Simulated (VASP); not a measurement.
Write the native input for VASP 6.6.1 that does the following.

- Task: single point
- Functional: PBE
- Potentials or basis: VASP PAW PBE potentials, release 64 (Tl_d, Co)
- Cutoff: 520 eV
- k mesh: 6 × 6 × 4
- Occupations: gaussian, width 0.1 eV
- Spin: collinear spin, ferromagnetic start
- Starting moments: [0.0, 3.0, 3.0] μB
- Dipole correction: no
- Further INCAR settings: ALGO = Fast; EDIFF = 1e-06; NBANDS = 26

The structure of TlCo2 lies in POSCAR:

```
TlCo2
1.0
    3.6664061795      0.0000000000      0.0000000000
   -1.8332030898      3.1752008921      0.0000000000
    0.0000000000      0.0000000000      3.9587442137
Tl Co
1 2
Direct
    0.0000000000      0.0000000000      0.0000000000
    0.3333333333      0.6666666667      0.5000000000
    0.6666666667      0.3333333333      0.5000000000
```

These files were run (other wordings do the same):

INCAR

```
PREC = Accurate
ENCUT = 520
EDIFF = 1E-6
ISMEAR = 0
SIGMA = 0.1
LREAL = F
LASPH = T
NELM = 150
ALGO = Fast
ISIF = 2
LWAVE = F
LCHARG = F
ISPIN = 2
MAGMOM = 0 3 3
LORBIT = 11
LMAXMIX = 4
GGA = PE
NBANDS = 26
```

KPOINTS

```
Automatic mesh
0
Gamma
  6 6 4
```

Potentials or basis: VASP PAW PBE potentials, release 64 (Tl_d, Co).

Launch:

```console
$ cat potpaw_PBE.64/Tl_d/POTCAR potpaw_PBE.64/Co/POTCAR > POTCAR
$ mpirun -np 1 vasp_std > vasp.out
```

Results of the run:

```
Pressure                                              : 10.0 GPa
Net moment                                            : 2.01 μB per cell
Site moments                                          : Tl -0.04; Co +1.05 μB
Valence electrons inside the program's atomic spheres : Tl 11.27; Co 8.41
```

Caveat: the k points lie up to 0.40 Å⁻¹ apart.

It took 42 s on 1 thread of Intel(R) Xeon(R) Platinum 8488C (Sapphire Rapids), with other jobs on the host, peak memory 0.19 GiB.
